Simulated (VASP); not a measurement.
HfO2, 3 atoms in the cell. It takes space group Fm-3m (No. 225, cubic). The conventional cell has a = 5.044 Å, b = 5.044 Å, c = 5.044 Å, α = 90.00°, β = 90.00°, γ = 90.00°. Hf (site symmetry m-3m) has 8 O at 2.18 Å within 2.9 Å. Within 2.9 Å of O (site symmetry -43m) lie 4 Hf at 2.18 Å and 6 O at 2.52 Å. 

```yaml
Program: VASP 6.6.1
Task: single point
Functional: PBEsol
Potentials_or_basis: VASP PAW PBE potentials, release 64 (Hf_pv, O)
Cutoff: 520 eV
k_mesh: 9 × 9 × 9
Occupations: fermi-dirac, width 0.05 eV
Spin: no spin polarisation
Dipole_correction: no
Further_INCAR_settings: ALGO = Normal; EDIFF = 1e-06; NBANDS = 18
```

Potentials or basis: VASP PAW PBE potentials, release 64 (Hf_pv, O).

The run is started by

```sh
$ cat potpaw_PBE.64/Hf_pv/POTCAR potpaw_PBE.64/O/POTCAR > POTCAR
$ mpirun -np 1 vasp_std > vasp.out
```

Hardware: 1 thread of Intel Xeon 8259CL (shared host).

**Question.** How long does it take, and how much memory?

**Answer.** It took 23 s on 1 thread of Intel Xeon 8259CL, on a shared host, peak memory 0.17 GiB. Counts: scf iterations 13, k points 35.
